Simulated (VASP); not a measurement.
# BAs (F-43m) in VASP: notebook

Runs on BAs. Level: PBEsol. Tasks: single point, relaxation of cell and atoms.

Everything below comes from runs of VASP 6.6.1. Logs are shortened: lines on timing, memory, paths and dates and some standing lists are left out, and cuts for length are marked.

## Step 1: The cell of the first run

The structure is cubic, space group F-43m (No. 216). The conventional cell has a = 4.725 Å, b = 4.725 Å, c = 4.725 Å, α = 90.00°, β = 90.00°, γ = 90.00°. B (site symmetry -43m) has 4 As at 2.05 Å within 2.7 Å. As (site symmetry -43m) has 4 B at 2.05 Å within 2.7 Å.

## Step 2: Single point, PBEsol

INCAR

```
PREC     = Accurate       # precision mode
ENCUT    = 500            # plane-wave cutoff, eV
EDIFF    = 1E-6           # SCF threshold, eV
ISMEAR   = 0              # smearing method
SIGMA    = 0.01           # smearing width, eV
LREAL    = F              # projectors in reciprocal space
LASPH    = T              # aspherical terms in the spheres
NELM     = 120            # most SCF steps
ALGO     = Normal         # electronic algorithm
ISIF     = 2              # what is computed and relaxed
LWAVE    = F              # write WAVECAR
LCHARG   = F              # write CHGCAR
GGA      = PS             # functional
NBANDS   = 11             # bands
GGA_COMPAT= F
```

KPOINTS

```
Automatic mesh
0
Gamma
  10 10 10
```

POSCAR

```
BAs
1.0
    0.0000000000      2.3626953799      2.3626953799
    2.3626953799      0.0000000000      2.3626953799
    2.3626953799      2.3626953799      0.0000000000
B As
1 1
Direct
    0.0000000000      0.0000000000      0.0000000000
    0.7500000000      0.7500000000      0.7500000000
```

Potentials or basis: VASP PAW PBE potentials, release 64 (B, As).

Run with:

```
$ cat potpaw_PBE.64/B/POTCAR potpaw_PBE.64/As/POTCAR > POTCAR
$ mpirun -np 1 vasp_std > vasp.out
```

OUTCAR:

```text
PREC = Accurate
   ENCUT = 500
   EDIFF = 1E-6
   ISMEAR = 0
   LREAL = F
   LASPH = T
   NELM = 120
   ISIF = 2
   GGA = PS

 ion  position               nearest neighbor table
   1  0.000  0.000  0.000-   2 2.05   2 2.05   2 2.05   2 2.05
   2  0.750  0.750  0.750-   1 2.05   1 2.05   1 2.05   1 2.05

  LATTYP: Found a face centered cubic cell.
 ALAT       =     4.7253907598

  Lattice vectors:

 A1 = (   0.0000000000,   2.3626953799,   2.3626953799)
 A2 = (   2.3626953799,   0.0000000000,   2.3626953799)
 A3 = (   2.3626953799,   2.3626953799,   0.0000000000)

Analysis of symmetry for initial positions (statically):
=====================================================================
 Subroutine PRICEL returns:
 Original cell was already a primitive cell.

 Routine SETGRP: Setting up the symmetry group for a
 face centered cubic supercell.

 Subroutine GETGRP returns: Found 24 space group operations
 (whereof 24 operations were pure point group operations)
 out of a pool of 48 trial point group operations.

The static configuration has the point symmetry T_d .

Analysis of symmetry for dynamics (positions and initial velocities):
=====================================================================
 Subroutine PRICEL returns:
 Original cell was already a primitive cell.

 Routine SETGRP: Setting up the symmetry group for a
 face centered cubic supercell.

 Subroutine GETGRP returns: Found 24 space group operations
 (whereof 24 operations were pure point group operations)
 out of a pool of 48 trial point group operations.

The dynamic configuration has the point symmetry T_d .

 Subroutine INISYM returns: Found 24 space group operations
 (whereof 24 operations are pure point group operations),
 and found     1 'primitive' translations

----------------------------------------------------------------------------------------

                                     Primitive cell

  volume of cell :      26.3787

  direct lattice vectors                    reciprocal lattice vectors
     0.000000000  2.362695380  2.362695380    -0.211622710  0.211622710  0.211622710
     2.362695380  0.000000000  2.362695380     0.211622710 -0.211622710  0.211622710
     2.362695380  2.362695380  0.000000000     0.211622710  0.211622710 -0.211622710

  length of vectors
     3.341355850  3.341355850  3.341355850     0.366541286  0.366541286  0.366541286

  position of ions in fractional coordinates (direct lattice)
     0.000000000  0.000000000  0.000000000
     0.750000000  0.750000000  0.750000000

  ion indices of the primitive-cell ions
   primitive index   ion index
                 1           1
                 2           2

----------------------------------------------------------------------------------------

 KPOINTS: Automatic mesh

Automatic generation of k-mesh.
 Grid dimensions read from file:
 generate k-points for:   10   10   10

 Generating k-lattice:

  Cartesian coordinates                     Fractional coordinates (reciprocal lattice)
    -0.021162271  0.021162271  0.021162271     0.100000000  0.000000000  0.000000000
     0.021162271 -0.021162271  0.021162271     0.000000000  0.100000000  0.000000000
     0.021162271  0.021162271 -0.021162271     0.000000000  0.000000000  0.100000000

  Length of vectors
     0.036654129  0.036654129  0.036654129

  Shift w.r.t. Gamma in fractional coordinates (k-lattice)
     0.000000000  0.000000000  0.000000000

 Subroutine IBZKPT returns following result:
 ===========================================

 Found     47 irreducible k-points:

 Following reciprocal coordinates:
            Coordinates               Weight
  0.000000  0.000000  0.000000      1.000000
  0.100000  0.000000  0.000000      8.000000
  0.200000  0.000000  0.000000      8.000000
  0.300000  0.000000  0.000000      8.000000
  0.400000  0.000000  0.000000      8.000000
  0.500000  0.000000  0.000000      4.000000
[... 16 lines left out ...]
  0.300000  0.300000  0.000000      6.000000
  0.400000  0.300000  0.000000     24.000000
 [... further k-points ...]
   k-points           NKPTS =     47   k-points in BZ     NKDIM =     47   number of bands    NBANDS=     11
   number of dos      NEDOS =    301   number of ions     NIONS =      2
   total plane-waves  NPLWV =  13824
   dimension x,y,z NGX =    24 NGY =   24 NGZ =   24
   dimension x,y,z NGXF=    48 NGYF=   48 NGZF=   48
   ions per type =               1   1
   NGX,Y,Z   is equivalent  to a cutoff of  11.94, 11.94, 11.94 a.u.
   NGXF,Y,Z  is equivalent  to a cutoff of  23.88, 23.88, 23.88 a.u.
 SYSTEM =  unknown system
   PREC   = accura    normal or accurate (medium, high low for compatibility)
   ISTART =      0    job   : 0-new  1-cont  2-samecut
   ICHARG =      2    charge: 1-file 2-atom 10-const
   ISPIN  =      1    spin polarized calculation?
   LNONCOLLINEAR =      F non collinear calculations
   LSORBIT =      F    spin-orbit coupling
   LASPH  =      T    aspherical Exc in radial PAW
   ENCUT  =  500.0 eV  36.75 Ry    6.06 a.u.   6.09  6.09  6.09*2*pi/ulx,y,z
   NELM   =    120;   NELMIN=  2; NELMDL= -5     # of ELM steps
   EDIFF  = 0.1E-05   stopping-criterion for ELM
   LREAL  =      F    real-space projection
   EDIFFG = 0.1E-04   stopping-criterion for IOM
   NSW    =      0    number of steps for IOM
   IBRION =     -1    ionic relax: 0-MD 1-quasi-New 2-CG
   NFREE  =      0    steps in history (QN), initial steepest desc. (CG)
   ISIF   =      2    stress and relaxation
   ISYM   =      2    0-nonsym 1-usesym 2-fastsym
   POTIM  = 0.5000    time-step for ionic-motion
   TEBEG  =    0.0;   TEEND  =   0.0 temperature during run
   PSTRESS=    0.0 pullay stress
   NELECT =       8.0000    total number of electrons
   NUPDOWN=      -1.0000    fix difference up-down
   EMIN   =  10.00;   EMAX   =-10.00  energy-range for DOS
   EFERMI =   0.00;   METHOD = LEGACY
   ISMEAR =     0;   SIGMA  =   0.01  broadening in eV -4-tet -1-fermi 0-gaus
   EFERMI_NEDOS =   21; number of points for ismear=-14 and -15
   IALGO  =     38    algorithm
   IMIX   =      4    mixing-type and parameters
     AMIX     =   0.40;   BMIX     =  1.00
     AMIX_MAG =   1.60;   BMIX_MAG =  1.00
  volume/ion in A,a.u.               =      13.19        89.01
  Fermi-wavevector in a.u.,A,eV,Ry     =   1.099901  2.078512 16.460099  1.209783
  Thomas-Fermi vector in A             =   2.236304
   LORBIT       =      0    0 simple, 1 ext, 2 COOP (PROOUT), +10 PAW based schemes
   GGA     = PS    functional components
   LHFCALC =     F    Hartree Fock is set to
   AEXX    =    0.0000 exact exchange contribution
   IVDW    =     0    specifies the selected vdW correction
   LEPSILON=     F    determine dielectric tensor
   LRPA    =     F    only Hartree local field effects (RPA)
 non-spin polarized calculation
 Gauss-broadening in eV      SIGMA  =   0.01
  energy-cutoff  :      500.00
  volume of cell :       26.38
 maximum number of plane-waves:       692
   NGX = 13   NGY = 13   NGZ = 13

 number of electron       8.0000001 magnetization

 Free energy of the ion-electron system (eV)
  ---------------------------------------------------
  ext. energy  EPLUGINS =         0.00000000
  ---------------------------------------------------
  free energy    TOTEN  =       -12.19001827 eV

  energy without entropy =      -12.19001827  energy(sigma->0) =      -12.19001827

 E-fermi :   6.5637     XC(G=0): -10.8700

 val. band max:        6.4083307137   @ k =   0.0000   0.0000   0.0000
 cond. band min:       7.4510307778   @ k =   0.4000   0.4000   0.0000
 fundamental gap:      1.0427000641
 Fermi energy:         6.5636608761

 k-point     1 :       0.0000    0.0000    0.0000
  band No.  band energies     occupation
      1      -9.3312      2.00000
      2       6.4083      2.00000
      3       6.4083      2.00000
      4       6.4083      2.00000
      5       9.6895      0.00000
      6       9.6895      0.00000
      7       9.6895      0.00000
      8      11.5075      0.00000
      9      15.9181      0.00000
     10      19.4746      0.00000
     11      19.4746      0.00000

 k-point     2 :       0.1000    0.0000    0.0000
  band No.  band energies     occupation
      1      -9.1616      2.00000
      2       4.9814      2.00000
      3       6.0918      2.00000
      4       6.0918      2.00000
      5       9.8991      0.00000
      6      10.1042      0.00000
      7      10.1042      0.00000
      8      12.3066      0.00000
      9      16.5997      0.00000
     10      18.3154      0.00000
     11      18.3154      0.00000

 k-point     3 :       0.2000    0.0000    0.0000
  band No.  band energies     occupation
      1      -8.6609      2.00000
      2       2.5506      2.00000
      3       5.4950      2.00000
      4       5.4950      2.00000
      5       9.7365      0.00000
      6      10.8395      0.00000
      7      10.8395      0.00000
      8      13.8242      0.00000
      9      17.5693      0.00000
     10      17.5693      0.00000
     11      17.6177      0.00000

 k-point     4 :       0.3000    0.0000    0.0000
  band No.  band energies     occupation
      1      -7.8636      2.00000
      2       0.1871      2.00000
      3       4.9711      2.00000
      4       4.9711      2.00000
      5       9.4854      0.00000
      6      11.2255      0.00000
      7      11.2255      0.00000
      8      14.9468      0.00000
      9      17.7665      0.00000
     10      18.0533      0.00000
     11      18.0533      0.00000
[... 239 lines left out ...]
 k-point    22 :      -0.2000    0.2000    0.0000
  band No.  band energies     occupation
      1      -7.5911      2.00000
      2       0.8336      2.00000
      3       2.1570      2.00000
      4       5.0687      2.00000
      5      10.4188      0.00000
      6      11.5807      0.00000
      7      12.4897      0.00000
      8      13.5116      0.00000
      9      16.2484      0.00000
     10      19.1075      0.00000
     11      20.8297      0.00000

 k-point    23 :       0.3000    0.3000    0.0000
  band No.  band energies     occupation
      1      -7.3494      2.00000
      2       1.1495      2.00000
      3       3.0853      2.00000
      4       3.0853      2.00000
      5       7.6944      0.00000
      6       9.9697      0.00000
      7      15.0456      0.00000
      8      15.0456      0.00000
      9      17.6504      0.00000
     10      21.6657      0.00000
     11      21.6958      0.00000

 k-point    24 :       0.4000    0.3000    0.0000
  band No.  band energies     occupation
      1      -6.5916      2.00000
      2      -0.1417      2.00000
      3       2.2612      2.00000
      4       2.7789      2.00000
      5       7.9976      0.00000
      6       9.7076      0.00000
      7      15.4465      0.00000
      8      15.6641      0.00000
      9      18.6845      0.00000
     10      22.4682      0.00000
     11      22.5190      0.00000

 [... further k-points ...]
[... 5 lines left out ...]
  --------------------------------------------------------------------------------------
  -------------------------------------------------------------------------------------
  Total        0.8193469      0.8193469      0.8193469     -0.0000000     -0.0000000      0.0000000
  in kB       49.7651367     49.7651367     49.7651367     -0.0000000     -0.0000000      0.0000000
  external PRESSURE =      49.7651367 kB  Pullay stress =       0.0000000 kB

 VOLUME and BASIS-vectors are now :
 -----------------------------------------------------------------------------
  energy-cutoff  :      500.00
  volume of cell :       26.38
      direct lattice vectors                 reciprocal lattice vectors
     0.000000000  2.362695380  2.362695380    -0.211622710  0.211622710  0.211622710
     2.362695380  0.000000000  2.362695380     0.211622710 -0.211622710  0.211622710
     2.362695380  2.362695380  0.000000000     0.211622710  0.211622710 -0.211622710

 POSITION                                       TOTAL-FORCE (eV/Angst)
 -----------------------------------------------------------------------------------
      0.00000      0.00000      0.00000        -0.000000     -0.000000     -0.000000
      3.54404      3.54404      3.54404         0.000000      0.000000      0.000000
 -----------------------------------------------------------------------------------
    total drift:                               -0.000000     -0.000000     -0.000000

  FREE ENERGIE OF THE ION-ELECTRON SYSTEM (eV)
  ---------------------------------------------------
  free  energy   TOTEN  =       -12.1900182746 eV

  energy  without entropy=      -12.1900182746  energy(sigma->0) =      -12.19001827
```

Run time: 11 s. Hardware: 1 thread of Intel Xeon Platinum 8375C at 2.90GHz (Ice Lake), shared host; peak memory 0.14 GiB.

What came out:

```
Free energy            : -12.1900 eV
Pressure               : 5.0 GPa
Band gap on the k mesh : 1.04 eV, indirect (least direct gap 3.28 eV)
```

Levels at points of the mesh, in eV from the valence-band top:
```csv
k point,band 1,band 2,band 3,band 4,band 5,band 6,band 7,band 8,band 9
"(0.00, 0.00, 0.00)",-15.74,0.00,0.00,0.00,3.28,3.28,3.28,5.10,9.51
"(0.50, 0.00, 0.00)",-12.73,-9.08,-1.89,-1.89,2.85,4.76,4.76,8.76,12.80
"(0.50, 0.50, 0.00)",-11.37,-8.72,-4.24,-4.24,1.28,1.30,11.66,11.66,13.07
```

Caveat: the PAW data sets were made with another functional, which shifts forces and pressure a little.

(Part 1 of 2 ends here.)
